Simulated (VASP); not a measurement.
# EuTa2Te4 (I-4) in VASP: single point with PBE+U

Aim: the single point of EuTa2Te4 with PBE+U.

All numbers are computed with VASP 6.6.1; they aren't measurements. Logs are shortened: lines on timing, memory, paths and dates and some standing lists are left out, and cuts for length are marked.

## Step 1: The cell of the first run

The structure is tetragonal, space group I-4 (No. 82). Conventional cell: a = 6.232 Å, b = 6.232 Å, c = 12.459 Å, α = 90.00°, β = 90.00°, γ = 90.00°. Within 3.6 Å of Ta (site symmetry -4) lie 4 Te at 2.70 Å. Ta (site symmetry -4) has 4 Te at 2.70 Å within 3.6 Å. Eu (site symmetry -4) has 4 Te at 2.70 Å within 3.6 Å. Te (site symmetry 1) has 2 Ta at 2.70 Å and 1 Eu at 2.70 Å within 3.6 Å.

## Step 2: Single point, PBE+U, collinear spin, ferromagnetic start

Input file INCAR:

```
SYSTEM = EuTa2Te4
PREC     = Accurate       ! precision mode
ENCUT    = 520            ! plane-wave cutoff, eV
EDIFF    = 1E-6           ! SCF threshold, eV
ISMEAR   = 0              ! smearing method
SIGMA    = 0.211          ! smearing width, eV
LREAL    = .FALSE.        ! projectors in reciprocal space
LASPH    = .TRUE.         ! aspherical terms in the spheres
NELM     = 150            ! most SCF steps
ALGO     = Normal         ! electronic algorithm
ISIF     = 2              ! what is computed and relaxed
LWAVE    = .FALSE.        ! write WAVECAR
LCHARG   = .FALSE.        ! write CHGCAR
ISPIN    = 2              ! spin polarisation
MAGMOM   = 1 1 6.8 0 0 0 0 ! initial moments
LORBIT   = 11             ! projections on sites
LMAXMIX  = 6              ! l up to which the mixer works
LDAU     = .TRUE.         ! DFT+U
LDAUTYPE = 2            
LDAUL    = -1 3 -1        ! shell
LDAUU    = 0 3.51 0       ! U, eV
LDAUJ    = 0 0 0        
LDAUPRINT= 1            
GGA      = PE             ! functional
NBANDS   = 44             ! bands
```

Input file KPOINTS:

```
regular mesh
0
G
  3 3 3
  0 0 0
```

Input file POSCAR:

```
EuTa2Te4
1.0
    0.0000000000      6.2315474700      0.0000000000
    6.2315474700      0.0000000000      0.0000000000
    3.1157732300      3.1157732300     -6.2295120700
Ta Eu Te
2 1 4
Direct
    0.5000000000      0.5000000000      0.0000000000
    0.7500000000      0.2500000000      0.5000000000
    0.0000000000      0.0000000000      0.0000000000
    0.3750000000      0.3750000000      0.7500000000
    0.6250000000      0.1250000000      0.2500000000
    0.8750000000      0.8750000000      0.7500000000
    0.1250000000      0.6250000000      0.2500000000
```

Potentials or basis: VASP PAW PBE potentials, release 64 (Ta_pv, Eu, Te).

On the command line:

```bash
cat potpaw_PBE.64/Ta_pv/POTCAR potpaw_PBE.64/Eu/POTCAR potpaw_PBE.64/Te/POTCAR > POTCAR
mpirun -np 1 vasp_std > vasp.out
```

OUTCAR:

```text
SYSTEM = EuTa2Te4
   PREC = Accurate
   ENCUT = 520
   EDIFF = 1E-6
   ISMEAR = 0
   LREAL = .FALSE.
   LASPH = .TRUE.
   NELM = 150
   ISIF = 2
   ISPIN = 2
   LORBIT = 11
   GGA = PE

 ion  position               nearest neighbor table
   1  0.500  0.500  0.000-   4 2.70   5 2.70   7 2.70   6 2.70
   2  0.750  0.250  0.500-   5 2.70   4 2.70   6 2.70   7 2.70
   3  0.000  0.000  0.000-   6 2.70   5 2.70   7 2.70   4 2.70
   4  0.375  0.375  0.750-   1 2.70   2 2.70   3 2.70
   5  0.625  0.125  0.250-   2 2.70   1 2.70   3 2.70
   6  0.875  0.875  0.750-   3 2.70   2 2.70   1 2.70
   7  0.125  0.625  0.250-   1 2.70   3 2.70   2 2.70

  LATTYP: Found a body centered tetragonal cell.
 ALAT       =     6.2315474700
 C/A-ratio  =     1.9993467433

  Lattice vectors:

 A1 = (  -3.1157732300,   3.1157742400,   6.2295120700)
 A2 = (   3.1157742400,  -3.1157732300,   6.2295120700)
 A3 = (   3.1157732300,   3.1157732300,  -6.2295120700)

Analysis of symmetry for initial positions (statically):
=====================================================================
 Subroutine PRICEL returns:
 Original cell was already a primitive cell.

 Routine SETGRP: Setting up the symmetry group for a
 body centered tetragonal supercell.

 Subroutine GETGRP returns: Found  4 space group operations
 (whereof  4 operations were pure point group operations)
 out of a pool of 16 trial point group operations.

The static configuration has the point symmetry S_4 .

Analysis of symmetry for dynamics (positions and initial velocities):
=====================================================================
 Subroutine PRICEL returns:
 Original cell was already a primitive cell.

 Routine SETGRP: Setting up the symmetry group for a
 body centered tetragonal supercell.

 Subroutine GETGRP returns: Found  4 space group operations
 (whereof  4 operations were pure point group operations)
 out of a pool of 16 trial point group operations.

The dynamic configuration has the point symmetry S_4 .

Analysis of structural, dynamic, and magnetic symmetry:
=====================================================================
 Subroutine PRICEL returns:
 Original cell was already a primitive cell.

 Routine SETGRP: Setting up the symmetry group for a
 body centered tetragonal supercell.

 Subroutine GETGRP returns: Found  4 space group operations
 (whereof  4 operations were pure point group operations)
 out of a pool of 16 trial point group operations.

The overall configuration has the point symmetry S_4 .

 Subroutine INISYM returns: Found  4 space group operations
 (whereof  4 operations are pure point group operations),
 and found     1 'primitive' translations

[... 149 lines left out ...]
 -0.0000 -0.0000  0.0000  0.0029  0.0000  0.0000  0.0000
  0.0002  0.0000  0.0000  0.0000  0.0026  0.0000 -0.0002
  0.0000  0.0001 -0.0000  0.0000  0.0000  0.0027  0.0000
 -0.0000 -0.0000  0.0002  0.0000 -0.0002  0.0000  0.0029

 occupancies and eigenvectors

  o =  0.0025  v =  0.0000  0.0000  0.0000  0.0000  0.0000  0.0000  0.0000  0.2617  0.0000 -0.8008  0.0000  0.3405 -0.0000  0.4176      0.0000  0.0000  0.0000  0.0000  0.0000  0.0000  0.0000  0.0000  0.0000  0.0000  0.0000  0.0000  0.0000  0.0000
  o =  0.0025  v =  0.0000  0.0000  0.0000  0.0000  0.0000  0.0000  0.0000  0.4176 -0.0000 -0.3405  0.0000 -0.8008  0.0000 -0.2617      0.0000  0.0000  0.0000  0.0000  0.0000  0.0000  0.0000  0.0000  0.0000  0.0000  0.0000  0.0000  0.0000  0.0000
  o =  0.0027  v =  0.0000  0.0000  0.0000  0.0000  0.0000  0.0000  0.0000 -0.0000 -0.0224 -0.0000  0.0000  0.0000  0.9997  0.0000      0.0000  0.0000  0.0000  0.0000  0.0000  0.0000  0.0000  0.0000  0.0000  0.0000  0.0000  0.0000  0.0000  0.0000
  o =  0.0029  v =  0.0000  0.0000  0.0000  0.0000  0.0000  0.0000  0.0000  0.0000 -0.0000 -0.0000 -1.0000 -0.0000  0.0000 -0.0000      0.0000  0.0000  0.0000  0.0000  0.0000  0.0000  0.0000  0.0000  0.0000  0.0000  0.0000  0.0000  0.0000  0.0000
  o =  0.0031  v =  0.0000  0.0000  0.0000  0.0000  0.0000  0.0000  0.0000 -0.2270  0.0000  0.1666 -0.0000 -0.4638  0.0000  0.8400      0.0000  0.0000  0.0000  0.0000  0.0000  0.0000  0.0000  0.0000  0.0000  0.0000  0.0000  0.0000  0.0000  0.0000
  o =  0.0031  v =  0.0000  0.0000  0.0000  0.0000  0.0000  0.0000  0.0000  0.8400 -0.0000  0.4638  0.0000  0.1666  0.0000  0.2270      0.0000  0.0000  0.0000  0.0000  0.0000  0.0000  0.0000  0.0000  0.0000  0.0000  0.0000  0.0000  0.0000  0.0000
  o =  0.0065  v =  0.0000  0.0000  0.0000  0.0000  0.0000  0.0000  0.0000  0.0000  0.9997  0.0000 -0.0000  0.0000  0.0224 -0.0000      0.0000  0.0000  0.0000  0.0000  0.0000  0.0000  0.0000  0.0000  0.0000  0.0000  0.0000  0.0000  0.0000  0.0000
  o =  0.9282  v = -0.0000  0.9957 -0.0000  0.0000 -0.0000 -0.0926  0.0000  0.0000  0.0000  0.0000  0.0000  0.0000  0.0000  0.0000      0.0000  0.0000  0.0000  0.0000  0.0000  0.0000  0.0000  0.0000  0.0000  0.0000  0.0000  0.0000  0.0000  0.0000
  o =  0.9596  v =  0.5032 -0.0000 -0.5522  0.0000  0.2820 -0.0002  0.6020  0.0000  0.0000  0.0000  0.0000  0.0000  0.0000  0.0000      0.0000  0.0000  0.0000  0.0000  0.0000  0.0000  0.0000  0.0000  0.0000  0.0000  0.0000  0.0000  0.0000  0.0000
  o =  0.9596  v = -0.6020 -0.0000  0.2820 -0.0001  0.5522 -0.0000  0.5032  0.0000  0.0000  0.0000  0.0000  0.0000  0.0000  0.0000      0.0000  0.0000  0.0000  0.0000  0.0000  0.0000  0.0000  0.0000  0.0000  0.0000  0.0000  0.0000  0.0000  0.0000
  o =  0.9599  v =  0.0001 -0.0000 -0.0000 -1.0000 -0.0000 -0.0000 -0.0000  0.0000  0.0000  0.0000  0.0000  0.0000  0.0000  0.0000      0.0000  0.0000  0.0000  0.0000  0.0000  0.0000  0.0000  0.0000  0.0000  0.0000  0.0000  0.0000  0.0000  0.0000
  o =  0.9606  v = -0.0001 -0.0926  0.0001  0.0000 -0.0000 -0.9957 -0.0001  0.0000  0.0000  0.0000  0.0000  0.0000  0.0000  0.0000      0.0000  0.0000  0.0000  0.0000  0.0000  0.0000  0.0000  0.0000  0.0000  0.0000  0.0000  0.0000  0.0000  0.0000
  o =  0.9672  v = -0.3170  0.0000 -0.6332 -0.0000  0.4634  0.0000 -0.5328  0.0000  0.0000  0.0000  0.0000  0.0000  0.0000  0.0000      0.0000  0.0000  0.0000  0.0000  0.0000  0.0000  0.0000  0.0000  0.0000  0.0000  0.0000  0.0000  0.0000  0.0000
  o =  0.9672  v = -0.5328 -0.0000 -0.4634 -0.0000 -0.6332 -0.0000  0.3170  0.0000  0.0000  0.0000  0.0000  0.0000  0.0000  0.0000      0.0000  0.0000  0.0000  0.0000  0.0000  0.0000  0.0000  0.0000  0.0000  0.0000  0.0000  0.0000  0.0000  0.0000

 number of electron      63.0000002 magnetization      10.4152459

 Free energy of the ion-electron system (eV)
  ---------------------------------------------------
  ext. energy  EPLUGINS =         0.00000000
  ---------------------------------------------------
  free energy    TOTEN  =       -45.03247854 eV

  energy without entropy =      -44.89912023  energy(sigma->0) =      -44.96579938

 E-fermi :   4.2768     XC(G=0):  -8.8456

 val. band max:        4.2607150246   @ k =   0.0000   0.0000   0.3333
 cond. band min:       4.2833065951   @ k =   0.0000   0.0000   0.3333
 fundamental gap:      0.0225915705
 Fermi energy:         4.2767503436

 spin component 1

 k-point     1 :       0.0000    0.0000    0.0000
  band No.  band energies     occupation
      1     -36.4624      1.00000
      2     -31.3377      1.00000
      3     -31.3251      1.00000
      4     -31.3251      1.00000
      5     -31.3243      1.00000
      6     -31.2854      1.00000
[... 265 lines left out ...]
     42       5.7561      0.00000
     43       6.3092      0.00000
 Fermi energy:         4.2767503436

 spin component 2

 k-point     1 :       0.0000    0.0000    0.0000
  band No.  band energies     occupation
      1     -33.3646      1.00000
      2     -30.6515      1.00000
      3     -30.6383      1.00000
      4     -30.5996      1.00000
      5     -30.5996      1.00000
      6     -30.5458      1.00000
[... 265 lines left out ...]
     42       9.3309      0.00000
     43       9.4259      0.00000
 [bands above 43 left out]

------------------------ aborting loop because EDIFF is reached ----------------------------------------

  FORCE on cell =-STRESS in cart. coord.  units (eV):
  Direction    XX          YY          ZZ          XY          YZ          ZX
  --------------------------------------------------------------------------------------
  -------------------------------------------------------------------------------------
  Total       12.1230825     12.1230825     11.2283250     -0.0000031      0.0000009      0.0000009
  in kB       80.2930208     80.2930208     74.3669054     -0.0000208      0.0000060      0.0000060
  external PRESSURE =      78.3176490 kB  Pullay stress =       0.0000000 kB

 VOLUME and BASIS-vectors are now :
 -----------------------------------------------------------------------------
  energy-cutoff  :      520.00
  volume of cell :      241.91
      direct lattice vectors                 reciprocal lattice vectors
     0.000000000  6.231547470  0.000000000     0.000000000  0.160473784  0.080263095
     6.231547470  0.000000000  0.000000000     0.160473784  0.000000000  0.080263095
     3.115773230  3.115773230 -6.229512070     0.000000000  0.000000000 -0.160526216

 POSITION                                       TOTAL-FORCE (eV/Angst)
 -----------------------------------------------------------------------------------
      3.11577      3.11577      0.00000        -0.000000     -0.000000     -0.000000
      3.11577      6.23155     -3.11476        -0.000000      0.000000     -0.000000
      0.00000      0.00000      0.00000        -0.000000      0.000000     -0.000000
      4.67366      4.67366     -4.67213         1.913653      1.674639      1.909821
      1.55789      4.67366     -1.55738         1.674639     -1.913653     -1.909821
      7.78943      7.78943     -4.67213        -1.913653     -1.674639      1.909821
      4.67366      1.55789     -1.55738        -1.674639      1.913653     -1.909821
 -----------------------------------------------------------------------------------
    total drift:                                0.000011      0.000013     -0.000001

  FREE ENERGIE OF THE ION-ELECTRON SYSTEM (eV)
  ---------------------------------------------------
  free  energy   TOTEN  =       -45.0324785353 eV

  energy  without entropy=      -44.8991202316  energy(sigma->0) =      -44.96579938

 total charge

# of ion       s       p       d       f       tot
--------------------------------------------------
    1        0.300   6.088   2.363   0.000   8.751
    2        0.301   6.086   2.370   0.000   8.757
    3        2.068   5.786   0.591   6.716  15.161
    4        1.360   2.139   0.048   0.000   3.546
    5        1.360   2.139   0.048   0.000   3.546
    6        1.360   2.139   0.048   0.000   3.546
    7        1.360   2.139   0.048   0.000   3.546
--------------------------------------------------
tot          8.110  26.514   5.515   6.716  46.855

 magnetization (x)

# of ion       s       p       d       f       tot
--------------------------------------------------
    1        0.029   0.017   1.076   0.000   1.122
    2        0.030   0.016   1.085   0.000   1.131
    3       -0.007  -0.104   0.135   6.672   6.696
    4       -0.006  -0.061   0.026   0.000  -0.041
    5       -0.006  -0.061   0.026   0.000  -0.041
    6       -0.006  -0.061   0.026   0.000  -0.041
    7       -0.006  -0.061   0.026   0.000  -0.041
--------------------------------------------------
tot          0.028  -0.314   2.400   6.672   8.787
```

Wall time 6.2 min (1 thread of Intel Xeon Platinum 8375C at 2.90GHz (Ice Lake), shared host); peak memory 0.54 GiB.

Results:

- Free energy: -45.0325 eV
- Pressure: 7.8 GPa
- Largest force: 3.180 eV/Å
- Net moment: 10.42 μB per cell
- Site moments: Ta +1.12, +1.13; Eu +6.70; Te -0.04 μB
- Valence electrons inside the program's atomic spheres: Ta 8.75, 8.76; Eu 15.16; Te 3.55

Forces on the atoms (eV/Å):
```
Ta   0.000  0.000  0.000
Ta   0.000  0.000  0.000
Eu   0.000  0.000  0.000
Te   1.914  1.675  1.910
Te   1.675 -1.914 -1.910
Te  -1.914 -1.675  1.910
Te  -1.675  1.914 -1.910
```

Eigenvalues of the final occupation matrices:
```tsv
site	spin	trace	eigenvalues
site 3 f	1	6.70	0.93 0.96 0.96 0.96 0.96 0.97 0.97
site 3 f	2	0.02	0.00 0.00 0.00 0.00 0.00 0.00 0.01
```

Caveat: the k points lie up to 0.38 Å⁻¹ apart; spin-orbit coupling is left out, which moves the levels of the heavy elements; a cell with one magnetic atom can't hold antiferromagnetic order, which such compounds often take; forces of over 1 eV/Å act on the atoms, so gaps and moduli don't describe the material at rest.
